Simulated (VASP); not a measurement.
Wanted: the native input for a VASP 6.6.1 run.

```yaml
Task: single point
Functional: PBEsol
Potentials_or_basis: VASP PAW PBE potentials, release 64 (Zn, Se)
Cutoff: 500 eV
k_mesh: 6 × 6 × 6
Occupations: gaussian, width 0.05 eV
Spin: no spin polarisation
Dipole_correction: no
Further_INCAR_settings: ALGO = Normal; EDIFF = 1e-06; NBANDS = 60
```

The structure of ZnSe2 lies in POSCAR:

```
ZnSe2
1.0
    5.6546558049      0.0000000000      0.0000000000
    0.0000000000      5.6546558049      0.0000000000
    0.0000000000      0.0000000000      6.3795826791
Zn Se
4 8
Direct
    0.5000000000      0.5000000000      0.0000000000
    0.5000000000      0.0000000000      0.5000000000
    0.0000000000      0.5000000000      0.5000000000
    0.0000000000      0.0000000000      0.0000000000
    0.1099579274      0.8900420726      0.3900420726
    0.8900420726      0.3900420726      0.1099579274
    0.3900420726      0.1099579274      0.8900420726
    0.6099579274      0.6099579274      0.6099579274
    0.8900420726      0.1099579274      0.6099579274
    0.1099579274      0.6099579274      0.8900420726
    0.6099579274      0.8900420726      0.1099579274
    0.3900420726      0.3900420726      0.3900420726
```

One way to write it, as run:

INCAR

```
SYSTEM = ZnSe2
PREC = Accurate
ENCUT = 500
EDIFF = 1E-6
ISMEAR = 0
SIGMA = 0.05
LREAL = .False.
LASPH = .True.
NELM = 120
ALGO = Normal
ISIF = 2
LWAVE = .False.
LCHARG = .False.
GGA = PS
NBANDS = 60
GGA_COMPAT = .False.
```

KPOINTS

```
Automatic mesh
0
Gamma
  6 6 6
  0 0 0
```

Potentials or basis: VASP PAW PBE potentials, release 64 (Zn, Se).

Launch:

```console
$ cat potpaw_PBE.64/Zn/POTCAR potpaw_PBE.64/Se/POTCAR > POTCAR
$ mpirun -np 1 vasp_std > vasp.out
```

It gave:

```yaml
Pressure: 22.0 GPa
Largest_force: 1.186 eV/Å
Band_gap_on_the_k_mesh: 0.04 eV
```

Caveat: the cell stands under pressure; the PAW data sets were made with another functional, which shifts forces and pressure a little.

Wall time 8.1 min on 1 thread of Intel(R) Xeon(R) Platinum 8488C (Sapphire Rapids) (shared host), peak memory 0.63 GiB.
